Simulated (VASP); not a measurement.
# ZnS in VASP: notebook, part 2 of 2

VASP 6.6.1. The steps go on from the part before.

## 5. Single point, r2SCAN (atom 3 (S) moved by (+0.000, +0.150) A along x and y)

POSCAR reads:

```
ZnS
1.0
    3.8109987816      0.0000000000      0.0000000000
   -1.9054993908      3.3004217586      0.0000000000
    0.0000000000      0.0000000000      6.2340000000
Zn S
2 2
Direct
    0.3333333333      0.6666666667      0.0000000000
    0.6666666667      0.3333333333      0.5000000000
    0.3560577018      0.7121154035      0.3850000000
    0.6666666667      0.3333333333      0.8850000000
```

INCAR.step1 reads:

```
  ALGO = Normal
  EDIFF = 1E-4
  ENCUT = 520
  GGA = PE
  ISMEAR = 0
  LASPH = T
  LCHARG = F
  LREAL = F
  LWAVE = T
  NBANDS = 26
  NELM = 80
  PREC = Accurate
  SIGMA = 0.05
```

INCAR.step2 reads:

```
  ALGO = Normal
  EDIFF = 1E-7
  ENCUT = 520
  ISIF = 2
  ISMEAR = 0
  ISTART = 1
  LASPH = T
  LCHARG = F
  LMIXTAU = T
  LREAL = F
  LWAVE = F
  METAGGA = R2SCAN
  NBANDS = 26
  NELM = 80
  PREC = Accurate
  SIGMA = 0.05
```

KPOINTS reads:

```
k-points
0
Gamma
  6 6 4
```

Potentials or basis: VASP PAW PBE potentials, release 64 (Zn, S).

Started as:

```
> cat potpaw_PBE.64/Zn/POTCAR potpaw_PBE.64/S/POTCAR > POTCAR
> cp INCAR.step1 INCAR
> mpirun -np 1 vasp_std > vasp.out
> cp INCAR.step2 INCAR
> mpirun -np 1 vasp_std > vasp.out
```

OUTCAR:

```text
EDIFF = 1E-7
   ENCUT = 520
   ISIF = 2
   ISMEAR = 0
   ISTART = 1
   LASPH = T
   LREAL = F
   METAGGA = R2SCAN
   NELM = 80
   PREC = Accurate

 ion  position               nearest neighbor table
   1  0.333  0.667  0.000-   4 2.31   4 2.31   4 2.31   3 2.40
   2  0.667  0.333  0.500-   3 2.17   3 2.39   3 2.39   4 2.40
   3  0.356  0.712  0.385-   2 2.17   2 2.39   2 2.39   1 2.40
   4  0.667  0.333  0.885-   1 2.31   1 2.31   1 2.31   2 2.40

  LATTYP: Found a hexagonal cell.
 ALAT       =     3.8109987816
 C/A-ratio  =     1.6357916539

  Lattice vectors:

 A1 = (   3.8109987816,   0.0000000000,   0.0000000000)
 A2 = (  -1.9054993908,   3.3004217586,   0.0000000000)
 A3 = (   0.0000000000,   0.0000000000,   6.2340000000)

Analysis of symmetry for initial positions (statically):
=====================================================================
 Subroutine PRICEL returns:
 Original cell was already a primitive cell.

 Routine SETGRP: Setting up the symmetry group for a
[... 164 lines left out ...]
 Free energy of the ion-electron system (eV)
  ---------------------------------------------------
  ext. energy  EPLUGINS =         0.00000000
  ---------------------------------------------------
  free energy    TOTEN  =       -37.60063670 eV

  energy without entropy =      -37.60063670  energy(sigma->0) =      -37.60063670

 E-fermi :   2.1323     XC(G=0): -10.3053

 val. band max:        1.9153019526   @ k =   0.0000   0.0000   0.0000
 cond. band min:       4.7092373499   @ k =   0.0000   0.0000   0.0000
 fundamental gap:      2.7939353973
 Fermi energy:         2.1322536540

 k-point     1 :       0.0000    0.0000    0.0000
  band No.  band energies     occupation
      1     -11.8557      2.00000
      2     -10.9152      2.00000
      3      -4.7557      2.00000
      4      -4.6340      2.00000
      5      -4.6167      2.00000
      6      -4.5655      2.00000
[... 685 lines left out ...]
     25      12.2780      0.00000
     26      13.3322      0.00000

 [... further k-points ...]
[... 5 lines left out ...]
  --------------------------------------------------------------------------------------
  -------------------------------------------------------------------------------------
  Total       -0.4969466      2.0129795     -0.4455614      0.0000000      0.7582210      0.0000000
  in kB      -10.1541901     41.1315324     -9.1042273      0.0000000     15.4928519      0.0000000
  external PRESSURE =       7.2910383 kB  Pullay stress =       0.0000000 kB

 VOLUME and BASIS-vectors are now :
 -----------------------------------------------------------------------------
  energy-cutoff  :      520.00
  volume of cell :       78.41
      direct lattice vectors                 reciprocal lattice vectors
     3.810998782  0.000000000  0.000000000     0.262398405  0.151495789  0.000000000
    -1.905499391  3.300421759  0.000000000     0.000000000  0.302991579  0.000000000
     0.000000000  0.000000000  6.234000000     0.000000000  0.000000000  0.160410651

 POSITION                                       TOTAL-FORCE (eV/Angst)
 -----------------------------------------------------------------------------------
     -0.00000      2.20028      0.00000         0.000000      0.056217      0.329972
      1.90550      1.10014      3.11700        -0.000000      1.271407      0.480825
      0.00000      2.35028      2.40009         0.000000     -1.427504     -0.497441
      1.90550      1.10014      5.51709        -0.000000      0.099881     -0.313355
 -----------------------------------------------------------------------------------
    total drift:                                0.000070     -0.007976      0.001635

  FREE ENERGIE OF THE ION-ELECTRON SYSTEM (eV)
  ---------------------------------------------------
  free  energy   TOTEN  =       -37.6006367005 eV

  energy  without entropy=      -37.6006367005  energy(sigma->0) =      -37.60063670
```

OSZICAR.step1:

```text
N       E                     dE             d eps       ncg     rms          rms(c)
DAV:   1     0.245151314869E+03    0.24515E+03   -0.17042E+04  2444   0.167E+03
DAV:   2     0.101808902432E+02   -0.23497E+03   -0.22482E+03  2518   0.351E+02
DAV:   3    -0.138459963551E+02   -0.24027E+02   -0.23790E+02  2916   0.112E+02
DAV:   4    -0.144215193237E+02   -0.57552E+00   -0.57424E+00  2920   0.175E+01
DAV:   5    -0.144303203791E+02   -0.88011E-02   -0.87990E-02  2884   0.212E+00    0.101E+01
DAV:   6    -0.135626947616E+02    0.86763E+00   -0.16801E+00  3682   0.377E+01    0.771E+00
DAV:   7    -0.135581858910E+02    0.45089E-02   -0.12770E+00  2598   0.667E+00    0.349E+00
DAV:   8    -0.135512449894E+02    0.69409E-02   -0.36257E-02  3060   0.185E+00    0.100E+00
DAV:   9    -0.135516766344E+02   -0.43164E-03   -0.94794E-03  3304   0.134E+00    0.236E-01
DAV:  10    -0.135518193641E+02   -0.14273E-03   -0.59781E-04  2830   0.427E-01    0.988E-02
DAV:  11    -0.135520289649E+02   -0.20960E-03   -0.26770E-04  2244   0.249E-01    0.592E-02
DAV:  12    -0.135520356616E+02   -0.66967E-05   -0.45367E-05  1358   0.177E-01
   1 F= -.13552036E+02 E0= -.13552036E+02  d E =-.442450E-16
```

Wall time 4.5 min (1 thread of Intel Xeon Platinum 8559C (Emerald Rapids), shared host); peak memory 0.24 GiB.

Results:

- Free energy: -37.6006 eV
- Pressure: 0.7 GPa
- Largest force: 1.512 eV/Å
- Band gap on the k mesh: 2.79 eV, direct

Forces in eV/Å, atoms in the order of the input:
```
Zn   0.000  0.056  0.330
Zn   0.000  1.271  0.481
S    0.000 -1.428 -0.497
S    0.000  0.100 -0.313
```

Stress tensor (GPa, compression positive):
```
-1.02  0.00  0.00
 0.00  4.11  1.55
 0.00  1.55 -0.91
```

Caveat: the cell differs from its parent crystal (atom 3 (S) moved by (+0.000, +0.150) A along x and y); the PAW data sets were made with another functional, which shifts forces and pressure a little.

## 6. Single point, r2SCAN (atom 3 (S) moved by (-0.300, -0.300) A along x and y)

POSCAR: that of step 5 with these lines changed.

```diff
@@ -10,3 +10,3 @@
     0.6666666667      0.3333333333      0.5000000000
-    0.3560577018      0.7121154035      0.3850000000
+    0.2091650751      0.5757691930      0.3850000000
     0.6666666667      0.3333333333      0.8850000000
```

INCAR.step1 reads:

```
PREC = Accurate
ENCUT = 520
ISMEAR = 0
SIGMA = 0.05
LREAL = F
LASPH = T
NELM = 100
NBANDS = 26
GGA = PE
ALGO = Normal
EDIFF = 1E-4
LWAVE = T
LCHARG = F
```

INCAR.step2 reads:

```
PREC = Accurate
ENCUT = 520
EDIFF = 1E-7
ISMEAR = 0
SIGMA = 0.05
LREAL = F
LASPH = T
NELM = 100
ALGO = Normal
ISIF = 2
LWAVE = F
LCHARG = F
METAGGA = R2SCAN
LMIXTAU = T
NBANDS = 26
ISTART = 1
```

KPOINTS reads:

```
regular mesh
0
Gamma
  6 6 4
```

Potentials or basis: VASP PAW PBE potentials, release 64 (Zn, S).

Started as:

```
> cat potpaw_PBE.64/Zn/POTCAR potpaw_PBE.64/S/POTCAR > POTCAR
> cp INCAR.step1 INCAR
> mpirun -np 1 vasp_std > vasp.out
> cp INCAR.step2 INCAR
> mpirun -np 1 vasp_std > vasp.out
```

OUTCAR:

```text
PREC = Accurate
   ENCUT = 520
   EDIFF = 1E-7
   ISMEAR = 0
   LREAL = F
   LASPH = T
   NELM = 100
   ISIF = 2
   METAGGA = R2SCAN
   ISTART = 1

 ion  position               nearest neighbor table
   1  0.333  0.667  0.000-   4 2.31   4 2.31   4 2.31   3 2.44
   2  0.667  0.333  0.500-   3 1.93   4 2.40   3 2.45   3 2.62
   3  0.209  0.576  0.385-   2 1.93   1 2.44   2 2.45   2 2.62
   4  0.667  0.333  0.885-   1 2.31   1 2.31   1 2.31   2 2.40

  LATTYP: Found a hexagonal cell.
 ALAT       =     3.8109987816
 C/A-ratio  =     1.6357916539

  Lattice vectors:

 A1 = (   3.8109987816,   0.0000000000,   0.0000000000)
 A2 = (  -1.9054993908,   3.3004217586,   0.0000000000)
 A3 = (   0.0000000000,   0.0000000000,   6.2340000000)

Analysis of symmetry for initial positions (statically):
=====================================================================
 Subroutine PRICEL returns:
 Original cell was already a primitive cell.

 Routine SETGRP: Setting up the symmetry group for a
 hexagonal supercell.

 Subroutine GETGRP returns: Found  1 space group operations
 (whereof  1 operations were pure point group operations)
 out of a pool of 24 trial point group operations.

The static configuration has the point symmetry C_1 .

Analysis of symmetry for dynamics (positions and initial velocities):
=====================================================================
 Subroutine PRICEL returns:
 Original cell was already a primitive cell.

 Routine SETGRP: Setting up the symmetry group for a
 hexagonal supercell.

 Subroutine GETGRP returns: Found  1 space group operations
 (whereof  1 operations were pure point group operations)
 out of a pool of 24 trial point group operations.

[... 112 lines left out ...]
   POTIM  = 0.5000    time-step for ionic-motion
   TEBEG  =    0.0;   TEEND  =   0.0 temperature during run
   PSTRESS=    0.0 pullay stress
   NELECT =      36.0000    total number of electrons
   NUPDOWN=      -1.0000    fix difference up-down
   EMIN   =  10.00;   EMAX   =-10.00  energy-range for DOS
   EFERMI =   0.00;   METHOD = LEGACY
   ISMEAR =     0;   SIGMA  =   0.05  broadening in eV -4-tet -1-fermi 0-gaus
   EFERMI_NEDOS =   21; number of points for ismear=-14 and -15
   IALGO  =     38    algorithm
   IMIX   =      4    mixing-type and parameters
     AMIX     =   0.40;   BMIX     =  1.00
     AMIX_MAG =   1.60;   BMIX_MAG =  1.00
  volume/ion in A,a.u.               =      19.60       132.29
  Fermi-wavevector in a.u.,A,eV,Ry     =   1.262944  2.386617 21.701656  1.595027
  Thomas-Fermi vector in A             =   2.396326
   LORBIT       =      0    0 simple, 1 ext, 2 COOP (PROOUT), +10 PAW based schemes
   METAGGA = R2SCAN    functional components
   LHFCALC =     F    Hartree Fock is set to
   AEXX    =    0.0000 exact exchange contribution
   IVDW    =     0    specifies the selected vdW correction
   LEPSILON=     F    determine dielectric tensor
   LRPA    =     F    only Hartree local field effects (RPA)
 non-spin polarized calculation
 Gauss-broadening in eV      SIGMA  =   0.05
  energy-cutoff  :      520.00
  volume of cell :       78.41
 maximum number of plane-waves:      2133
   NGX = 15   NGY = 15   NGZ = 23

 number of electron      35.9999977 magnetization

 Free energy of the ion-electron system (eV)
  ---------------------------------------------------
  ext. energy  EPLUGINS =         0.00000000
  ---------------------------------------------------
  free energy    TOTEN  =       -36.69720953 eV

  energy without entropy =      -36.69720953  energy(sigma->0) =      -36.69720953

 E-fermi :   2.2829     XC(G=0): -10.2941

 val. band max:        2.0256095053   @ k =   0.0000   0.0000   0.0000
 cond. band min:       4.6719105149   @ k =   0.0000   0.0000   0.0000
 fundamental gap:      2.6463010096
 Fermi energy:         2.2828632487

 k-point     1 :       0.0000    0.0000    0.0000
  band No.  band energies     occupation
      1     -11.9838      2.00000
      2     -11.0373      2.00000
      3      -5.2570      2.00000
      4      -4.9239      2.00000
      5      -4.8266      2.00000
      6      -4.6548      2.00000
[... 685 lines left out ...]
     25      10.6881      0.00000
     26      11.2502      0.00000

 [... further k-points ...]
[... 5 lines left out ...]
  --------------------------------------------------------------------------------------
  -------------------------------------------------------------------------------------
  Total        6.6294334      0.6223141      0.6043207      3.8392748     -1.6159531     -3.2530418
  in kB      135.4602730     12.7158425     12.3481811     78.4485149    -33.0190276    -66.4699231
  external PRESSURE =      53.5080988 kB  Pullay stress =       0.0000000 kB

 VOLUME and BASIS-vectors are now :
 -----------------------------------------------------------------------------
  energy-cutoff  :      520.00
  volume of cell :       78.41
      direct lattice vectors                 reciprocal lattice vectors
     3.810998782  0.000000000  0.000000000     0.262398405  0.151495789  0.000000000
    -1.905499391  3.300421759  0.000000000     0.000000000  0.302991579  0.000000000
     0.000000000  0.000000000  6.234000000     0.000000000  0.000000000  0.160410651

 POSITION                                       TOTAL-FORCE (eV/Angst)
 -----------------------------------------------------------------------------------
     -0.00000      2.20028      0.00000        -0.117393     -0.101842      0.394956
      1.90550      1.10014      3.11700        -4.976905     -2.627127      2.029537
     -0.30000      1.90028      2.40009         5.344630      2.906848     -2.142008
      1.90550      1.10014      5.51709        -0.250333     -0.177879     -0.282485
 -----------------------------------------------------------------------------------
    total drift:                                0.011412     -0.003795      0.003035

  FREE ENERGIE OF THE ION-ELECTRON SYSTEM (eV)
  ---------------------------------------------------
  free  energy   TOTEN  =       -36.6972095328 eV

  energy  without entropy=      -36.6972095328  energy(sigma->0) =      -36.69720953
```

OSZICAR.step1:

```text
N       E                     dE             d eps       ncg     rms          rms(c)
DAV:   1     0.247691148731E+03    0.24769E+03   -0.17109E+04  3952   0.167E+03
DAV:   2     0.114410761154E+02   -0.23625E+03   -0.22572E+03  4066   0.350E+02
DAV:   3    -0.130762140564E+02   -0.24517E+02   -0.24274E+02  4758   0.113E+02
DAV:   4    -0.136725099424E+02   -0.59630E+00   -0.59506E+00  4588   0.177E+01
DAV:   5    -0.136817786474E+02   -0.92687E-02   -0.92657E-02  4806   0.219E+00    0.116E+01
DAV:   6    -0.126684141836E+02    0.10134E+01   -0.18963E+00  5542   0.415E+01    0.853E+00
DAV:   7    -0.126689599424E+02   -0.54576E-03   -0.16345E+00  4246   0.772E+00    0.371E+00
DAV:   8    -0.126565935611E+02    0.12366E-01   -0.61435E-02  4614   0.322E+00    0.126E+00
DAV:   9    -0.126567309168E+02   -0.13736E-03   -0.15118E-02  4788   0.189E+00    0.298E-01
DAV:  10    -0.126568768769E+02   -0.14596E-03   -0.11788E-03  4686   0.767E-01    0.118E-01
DAV:  11    -0.126570395534E+02   -0.16268E-03   -0.27470E-04  4006   0.306E-01    0.491E-02
DAV:  12    -0.126570990816E+02   -0.59528E-04   -0.10323E-04  2960   0.123E-01
   1 F= -.12657099E+02 E0= -.12657099E+02  d E =-.355061E-13
```

Run time: 5.6 min. Hardware: 1 thread of Intel Xeon Platinum 8559C (Emerald Rapids), shared host; peak memory 0.28 GiB.

What came out:

```yaml
Free_energy: -36.6972 eV
Pressure: 5.4 GPa
Largest_force: 6.450 eV/Å
Band_gap_on_the_k_mesh: 2.65 eV, direct
```

Forces in eV/Å, atoms in the order of the input:
```
Zn  -0.117 -0.102  0.395
Zn  -4.977 -2.627  2.030
S    5.345  2.907 -2.142
S   -0.250 -0.178 -0.282
```

Caveat: the cell differs from its parent crystal (atom 3 (S) moved by (-0.300, -0.300) A along x and y); the PAW data sets were made with another functional, which shifts forces and pressure a little.
